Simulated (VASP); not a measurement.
# LiSi16 (a cell with a defect) in VASP: single point with PBE+D3(BJ)

Aim: the single point of LiSi16 (a cell with a defect) with PBE+D3(BJ).

Everything below comes from runs of VASP 6.6.1. Logs are shortened: lines on timing, memory, paths and dates and some standing lists are left out, and cuts for length are marked.

## 1. The cell of the first run

The cell holds a defect, 17 atoms: a = 7.679 Å, b = 7.679 Å, c = 7.679 Å, α = 60.00°, β = 60.00°, γ = 60.00°.

## 2. Single point, PBE+D3(BJ)

INCAR reads:

```
SYSTEM = LiSi16
ALGO = Normal
EDIFF = 1E-6
ENCUT = 520
GGA = PE
ISIF = 2
ISMEAR = -1
IVDW = 12
LASPH = .True.
LCHARG = .False.
LREAL = Auto
LWAVE = .False.
NBANDS = 48
NELECT = 66.0
NELM = 100
PREC = Accurate
SIGMA = 0.05
```

KPOINTS reads:

```
k-points
0
Gamma
  2 2 2
  0 0 0
```

POSCAR reads:

```
LiSi16
1.0
    0.0000000000      5.4300000000      5.4300000000
    5.4300000000      0.0000000000      5.4300000000
    5.4300000000      5.4300000000      0.0000000000
Si Li
16 1
Direct
   -0.0015592161      0.0019865186      0.0015085894
    0.1273929502      0.1243636460      0.1240896396
   -0.0015953674      0.0019739234      0.4980002696
    0.1229330054      0.1319690771      0.6225227669
   -0.0014457307      0.4982733572      0.0015230591
    0.1233003747      0.6230566621      0.1307464048
    0.0017578529      0.5000878445      0.4989314419
    0.1232113197      0.6229734440      0.6227601763
    0.4999038253     -0.0000098596      0.0000622820
    0.6245805850      0.1240361237      0.1237921758
    0.5026239364      0.0020150767      0.4976688151
    0.6245516488      0.1240090004      0.6276164926
    0.5026643802      0.4979136011      0.0015968568
    0.6246775829      0.6275198194      0.1238719983
    0.5026514788      0.4978788545      0.4977665828
    0.6337427000      0.6221693935      0.6220241390
    0.2542396739      0.7499057173      0.7476612101
```

Potentials or basis: VASP PAW PBE potentials, release 64 (Si, Li_sv).

Command:

```sh
$ cat potpaw_PBE.64/Si/POTCAR potpaw_PBE.64/Li_sv/POTCAR > POTCAR
$ mpirun -np 1 vasp_std > vasp.out
```

OUTCAR:

```text
SYSTEM = LiSi16
   EDIFF = 1E-6
   ENCUT = 520
   GGA = PE
   ISIF = 2
   ISMEAR = -1
   IVDW = 12
   LASPH = .True.
   LREAL = Auto
   NELECT = 66.0
   NELM = 100
   PREC = Accurate
 IVDW          = 12

 ion  position               nearest neighbor table
   1  0.998  0.002  0.002-  10 2.34   2 2.34   6 2.38   4 2.38  17 2.75
   2  0.127  0.124  0.124-   9 2.34   5 2.34   1 2.34   3 2.34
   3  0.998  0.002  0.498-  12 2.34   2 2.34   8 2.38   4 2.38  17 2.74
   4  0.123  0.132  0.623-   7 2.31   1 2.38   3 2.38  11 2.38  17 2.40
   5  0.999  0.498  0.002-  14 2.34   2 2.34   6 2.37   8 2.37  17 2.75
   6  0.123  0.623  0.131-   7 2.31   5 2.37   1 2.38  13 2.38  17 2.40
   7  0.002  0.500  0.499-  16 2.31   4 2.31   8 2.31   6 2.31
   8  0.123  0.623  0.623-   7 2.31   5 2.37   3 2.38  15 2.38  17 2.40
   9  0.500  1.000  0.000-  12 2.34  10 2.34  14 2.34   2 2.34
  10  0.625  0.124  0.124-   9 2.34   1 2.34  13 2.34  11 2.34
  11  0.503  0.002  0.498-  12 2.34  10 2.34   4 2.38  16 2.38  17 2.72
  12  0.625  0.124  0.628-   9 2.34   3 2.34  15 2.34  11 2.34
  13  0.503  0.498  0.002-  10 2.34  14 2.34   6 2.38  16 2.38  17 2.73
  14  0.625  0.628  0.124-   9 2.34   5 2.34  13 2.34  15 2.34
  15  0.503  0.498  0.498-  12 2.34  14 2.34   8 2.38  16 2.38  17 2.73
  16  0.634  0.622  0.622-   7 2.31  17 2.38  13 2.38  15 2.38  11 2.38
  17  0.254  0.750  0.748-  16 2.38   4 2.40   8 2.40   6 2.40  11 2.72  15 2.73  13 2.73   3 2.74
                             1 2.75   5 2.75

  LATTYP: Found a face centered cubic cell.
 ALAT       =    10.8600000000

  Lattice vectors:

 A1 = (   0.0000000000,   5.4300000000,   5.4300000000)
 A2 = (   5.4300000000,   0.0000000000,   5.4300000000)
 A3 = (   5.4300000000,   5.4300000000,   0.0000000000)

Analysis of symmetry for initial positions (statically):
=====================================================================
 Subroutine PRICEL returns:
 Original cell was already a primitive cell.

 Routine SETGRP: Setting up the symmetry group for a
 face centered cubic supercell.

 Subroutine GETGRP returns: Found  1 space group operations
 (whereof  1 operations were pure point group operations)
 out of a pool of 48 trial point group operations.

The static configuration has the point symmetry C_1 .

Analysis of symmetry for dynamics (positions and initial velocities):
=====================================================================
 Subroutine PRICEL returns:
 Original cell was already a primitive cell.

 Routine SETGRP: Setting up the symmetry group for a
 face centered cubic supercell.

 Subroutine GETGRP returns: Found  1 space group operations
 (whereof  1 operations were pure point group operations)
 out of a pool of 48 trial point group operations.

The dynamic configuration has the point symmetry C_1 .

 Subroutine INISYM returns: Found  1 space group operations
 (whereof  1 operations are pure point group operations),
 and found     1 'primitive' translations

----------------------------------------------------------------------------------------

                                     Primitive cell

  volume of cell :     320.2060

  direct lattice vectors                    reciprocal lattice vectors
     0.000000000  5.430000000  5.430000000    -0.092081031  0.092081031  0.092081031
     5.430000000  0.000000000  5.430000000     0.092081031 -0.092081031  0.092081031
     5.430000000  5.430000000  0.000000000     0.092081031  0.092081031 -0.092081031

  length of vectors
     7.679179644  7.679179644  7.679179644     0.159489025  0.159489025  0.159489025

  position of ions in fractional coordinates (direct lattice)
     0.998440784  0.001986519  0.001508589
     0.127392950  0.124363646  0.124089640
     0.998404633  0.001973923  0.498000270
     0.122933005  0.131969077  0.622522767
     0.998554269  0.498273357  0.001523059
     0.123300375  0.623056662  0.130746405
[... 9 lines left out ...]
     0.633742700  0.622169394  0.622024139
     0.254239674  0.749905717  0.747661210

  ion indices of the primitive-cell ions
   primitive index   ion index
                 1           1
                 2           2
                 3           3
                 4           4
                 5           5
                 6           6
[... 9 lines left out ...]
                16          16
                17          17

----------------------------------------------------------------------------------------

 KPOINTS: k-points

Automatic generation of k-mesh.
 Grid dimensions read from file:
 generate k-points for:    2    2    2

 Generating k-lattice:

  Cartesian coordinates                     Fractional coordinates (reciprocal lattice)
    -0.046040516  0.046040516  0.046040516     0.500000000  0.000000000  0.000000000
     0.046040516 -0.046040516  0.046040516     0.000000000  0.500000000  0.000000000
     0.046040516  0.046040516 -0.046040516     0.000000000  0.000000000  0.500000000

  Length of vectors
     0.079744512  0.079744512  0.079744512

  Shift w.r.t. Gamma in fractional coordinates (k-lattice)
     0.000000000  0.000000000  0.000000000

 Subroutine IBZKPT returns following result:
 ===========================================

 Found      8 irreducible k-points:

 Following reciprocal coordinates:
            Coordinates               Weight
  0.000000  0.000000  0.000000      1.000000
  0.500000  0.000000  0.000000      1.000000
  0.000000  0.500000  0.000000      1.000000
  0.000000  0.000000  0.500000      1.000000
  0.500000  0.500000  0.500000      1.000000
  0.500000  0.500000  0.000000      1.000000
  0.000000  0.500000  0.500000      1.000000
  0.500000  0.000000  0.500000      1.000000
   k-points           NKPTS =      8   k-points in BZ     NKDIM =      8   number of bands    NBANDS=     48
   number of dos      NEDOS =    301   number of ions     NIONS =     17
   total plane-waves  NPLWV = 216000
   dimension x,y,z NGX =    60 NGY =   60 NGZ =   60
   dimension x,y,z NGXF=   120 NGYF=  120 NGZF=  120
   ions per type =              16   1
   NGX,Y,Z   is equivalent  to a cutoff of  12.99, 12.99, 12.99 a.u.
   NGXF,Y,Z  is equivalent  to a cutoff of  25.98, 25.98, 25.98 a.u.
 SYSTEM =  LiSi16
   PREC   = accura    normal or accurate (medium, high low for compatibility)
   ISTART =      0    job   : 0-new  1-cont  2-samecut
   ICHARG =      2    charge: 1-file 2-atom 10-const
   ISPIN  =      1    spin polarized calculation?
   LNONCOLLINEAR =      F non collinear calculations
   LSORBIT =      F    spin-orbit coupling
   LASPH  =      T    aspherical Exc in radial PAW
   ENCUT  =  520.0 eV  38.22 Ry    6.18 a.u.  14.28 14.28 14.28*2*pi/ulx,y,z
   NELM   =    100;   NELMIN=  2; NELMDL= -5     # of ELM steps
   EDIFF  = 0.1E-05   stopping-criterion for ELM
   LREAL  =      T    real-space projection
   EDIFFG = 0.1E-04   stopping-criterion for IOM
   NSW    =      0    number of steps for IOM
   IBRION =     -1    ionic relax: 0-MD 1-quasi-New 2-CG
   NFREE  =      0    steps in history (QN), initial steepest desc. (CG)
   ISIF   =      2    stress and relaxation
   ISYM   =      2    0-nonsym 1-usesym 2-fastsym
   POTIM  = 0.5000    time-step for ionic-motion
   TEBEG  =    0.0;   TEEND  =   0.0 temperature during run
   PSTRESS=    0.0 pullay stress
   NELECT =      66.0000    total number of electrons
   NUPDOWN=      -1.0000    fix difference up-down
   EMIN   =  10.00;   EMAX   =-10.00  energy-range for DOS
   EFERMI =   0.00;   METHOD = LEGACY
   ISMEAR =    -1;   SIGMA  =   0.05  broadening in eV -4-tet -1-fermi 0-gaus
   EFERMI_NEDOS =   21; number of points for ismear=-14 and -15
   IALGO  =     38    algorithm
   IMIX   =      4    mixing-type and parameters
     AMIX     =   0.40;   BMIX     =  1.00
     AMIX_MAG =   1.60;   BMIX_MAG =  1.00
  volume/ion in A,a.u.               =      18.84       127.11
  Fermi-wavevector in a.u.,A,eV,Ry     =   0.967044  1.827449 12.723821  0.935174
  Thomas-Fermi vector in A             =   2.096897
   LORBIT       =      0    0 simple, 1 ext, 2 COOP (PROOUT), +10 PAW based schemes
   GGA     = PE    functional components
   LHFCALC =     F    Hartree Fock is set to
   AEXX    =    0.0000 exact exchange contribution
   IVDW    =    12    specifies the selected vdW correction
   LEPSILON=     F    determine dielectric tensor
   LRPA    =     F    only Hartree local field effects (RPA)
 non-spin polarized calculation
  energy-cutoff  :      520.00
  volume of cell :      320.21
 maximum number of plane-waves:      8646
 NGX is ok and might be reduce to    60
   NGX = 29   NGY = 29   NGZ = 29

 number of electron      66.0000001 magnetization

 Free energy of the ion-electron system (eV)
  ---------------------------------------------------
  ext. energy  EPLUGINS =         0.00000000
  ---------------------------------------------------
  free energy    TOTEN  =       -93.51335983 eV

  energy without entropy =      -93.51237184  energy(sigma->0) =      -93.51286584

 E-fermi :   6.3585     XC(G=0):  -9.4410

 val. band max:        6.0435360678   @ k =   0.0000   0.0000   0.0000
 cond. band min:       6.6833437622   @ k =   0.0000   0.0000   0.0000
 fundamental gap:      0.6398076944
 Fermi energy:         6.3584865400

 k-point     1 :       0.0000    0.0000    0.0000
  band No.  band energies     occupation
      1     -40.3788      2.00000
      2      -5.9236      2.00000
      3      -3.6736      2.00000
      4      -3.6118      2.00000
      5      -3.6113      2.00000
      6      -3.6106      2.00000
[... 37 lines left out ...]
     44       8.3420      0.00000
     45       8.3526      0.00000

 k-point     2 :       0.5000    0.0000    0.0000
  band No.  band energies     occupation
      1     -40.3788      2.00000
      2      -5.2002      2.00000
      3      -5.0656      2.00000
      4      -3.3541      2.00000
      5      -3.3131      2.00000
      6      -3.3127      2.00000
[... 37 lines left out ...]
     44       9.6208      0.00000
     45       9.6225      0.00000

 k-point     3 :       0.0000    0.5000    0.0000
  band No.  band energies     occupation
      1     -40.3788      2.00000
      2      -5.1968      2.00000
      3      -5.0689      2.00000
      4      -3.3551      2.00000
      5      -3.3132      2.00000
      6      -3.3121      2.00000
[... 37 lines left out ...]
     44       9.6186      0.00000
     45       9.6230      0.00000

 k-point     4 :       0.0000    0.0000    0.5000
  band No.  band energies     occupation
      1     -40.3788      2.00000
      2      -5.1949      2.00000
      3      -5.0707      2.00000
      4      -3.3555      2.00000
      5      -3.3130      2.00000
      6      -3.3122      2.00000
[... 37 lines left out ...]
     44       9.6187      0.00000
     45       9.6222      0.00000

 k-point     5 :       0.5000    0.5000    0.5000
  band No.  band energies     occupation
      1     -40.3788      2.00000
      2      -5.1953      2.00000
      3      -5.0703      2.00000
      4      -3.3554      2.00000
      5      -3.3130      2.00000
      6      -3.3122      2.00000
[... 37 lines left out ...]
     44       9.6186      0.00000
     45       9.6224      0.00000

 k-point     6 :       0.5000    0.5000    0.0000
  band No.  band energies     occupation
      1     -40.3788      2.00000
      2      -4.9071      2.00000
      3      -4.8155      2.00000
      4      -3.9283      2.00000
      5      -3.8957      2.00000
      6      -3.8949      2.00000
[... 37 lines left out ...]
     44      10.3327      0.00000
     45      10.3995      0.00000

 k-point     7 :       0.0000    0.5000    0.5000
  band No.  band energies     occupation
      1     -40.3788      2.00000
      2      -4.9071      2.00000
      3      -4.8154      2.00000
      4      -3.9283      2.00000
      5      -3.8955      2.00000
      6      -3.8952      2.00000
[... 37 lines left out ...]
     44      10.3325      0.00000
     45      10.4002      0.00000

 k-point     8 :       0.5000    0.0000    0.5000
  band No.  band energies     occupation
      1     -40.3788      2.00000
      2      -4.9071      2.00000
      3      -4.8154      2.00000
      4      -3.9282      2.00000
      5      -3.8954      2.00000
      6      -3.8952      2.00000
[... 37 lines left out ...]
     44      10.3325      0.00000
     45      10.4004      0.00000
 [bands above 45 left out]

------------------------ aborting loop because EDIFF is reached ----------------------------------------

 Edisp (eV)   -5.45546

 E8    (eV) :    -2.2600

  FORCE on cell =-STRESS in cart. coord.  units (eV):
  Direction    XX          YY          ZZ          XY          YZ          ZX
  --------------------------------------------------------------------------------------
  -------------------------------------------------------------------------------------
  Total      -6.88269    -6.88222    -6.88262    -0.03260     0.02312    -0.02181
  in kB     -34.43810   -34.43578   -34.43778    -0.16314     0.11566    -0.10912
  external pressure =      -34.44 kB  Pullay stress =        0.00 kB

 VOLUME and BASIS-vectors are now :
 -----------------------------------------------------------------------------
  energy-cutoff  :      520.00
  volume of cell :      320.21
      direct lattice vectors                 reciprocal lattice vectors
     0.000000000  5.430000000  5.430000000    -0.092081031  0.092081031  0.092081031
     5.430000000  0.000000000  5.430000000     0.092081031 -0.092081031  0.092081031
     5.430000000  5.430000000  0.000000000     0.092081031  0.092081031 -0.092081031

 POSITION                                       TOTAL-FORCE (eV/Angst)
 -----------------------------------------------------------------------------------
      0.01898      5.42973      5.43232         0.005086     -0.004833      0.001978
      1.34910      1.36555      1.36704         0.002309     -0.001644     -0.004688
      2.71486      8.12548      5.43206         0.004055     -0.003339      0.001578
      4.09689      4.04782      1.38412        -0.014200      0.011579      0.019723
      2.71389      5.43042      8.12777         0.001004     -0.002086     -0.010503
      4.09315      1.37947      4.05272        -0.002063      0.019063      0.010726
[... 9 lines left out ...]
      6.75597      6.81881      6.81960         0.002115     -0.005144      0.007495
      8.13179      5.44032      5.45251         0.028876     -0.024614     -0.044399
 -----------------------------------------------------------------------------------
    total drift:                               -0.002843      0.002790      0.002444

  FREE ENERGIE OF THE ION-ELECTRON SYSTEM (eV)
  ---------------------------------------------------
  free  energy   TOTEN  =       -98.9688245208 eV

  energy  without entropy=      -98.9678365351  energy(sigma->0) =      -98.96833053
```

It took 6.3 min on 1 thread of Intel Xeon 8259CL, shared host; peak memory 0.48 GiB.

Results:

| Quantity | Value |
| --- | --- |
| Free energy | -98.9688 eV |
| Largest force | 0.058 eV/Å |
| Dispersion energy per atom | -0.321 eV |

Forces in eV/Å, atoms in the order of the input:
```
Si   0.005 -0.005  0.002
Si   0.002 -0.002 -0.005
Si   0.004 -0.003  0.002
Si  -0.014  0.012  0.020
Si   0.001 -0.002 -0.011
Si  -0.002  0.019  0.011
Si   0.003 -0.002 -0.005
Si  -0.019  0.002  0.014
Si  -0.001  0.001  0.003
Si   0.015  0.008  0.005
Si  -0.009  0.009 -0.014
Si  -0.008 -0.016  0.006
Si  -0.012 -0.007  0.012
Si  -0.004  0.005 -0.014
Si   0.009  0.011  0.012
Si   0.002 -0.005  0.007
Li   0.029 -0.025 -0.044
```

Levels at points of the mesh, in eV from the Fermi level:
```tsv
k point	band 29	band 30	band 31	band 32	band 33	band 34	band 35	band 36	band 37	band 38
(0.00, 0.00, 0.00)	-1.44	-1.44	-0.32	-0.32	-0.31	0.32	0.33	0.33	0.40	0.40
(0.50, 0.00, 0.00)	-2.42	-1.14	-1.14	-1.04	-1.04	0.87	1.08	1.09	1.28	1.28
(0.00, 0.50, 0.00)	-2.42	-1.13	-1.13	-1.04	-1.04	0.88	1.08	1.09	1.27	1.28
(0.00, 0.00, 0.50)	-2.42	-1.13	-1.13	-1.04	-1.04	0.89	1.08	1.08	1.27	1.28
(0.50, 0.50, 0.50)	-2.42	-1.13	-1.13	-1.04	-1.04	0.89	1.08	1.08	1.27	1.28
(0.50, 0.50, 0.00)	-2.22	-1.68	-1.68	-1.63	-1.59	0.75	0.82	1.87	1.99	1.99
(0.00, 0.50, 0.50)	-2.22	-1.68	-1.68	-1.63	-1.59	0.75	0.82	1.87	1.99	1.99
(0.50, 0.00, 0.50)	-2.22	-1.68	-1.68	-1.63	-1.59	0.75	0.82	1.87	1.99	1.99
```

Caveat: the k points lie up to 0.50 Å⁻¹ apart; the cell carries a net charge on a neutralising background, which shifts energy and pressure; the cell is charged against a uniform background, so pressure and absolute levels hang on convention; the cutoff is under 1.25 times the usual one of these potentials, so pressure, stress and relaxed cells hold a basis-set (Pulay) error.
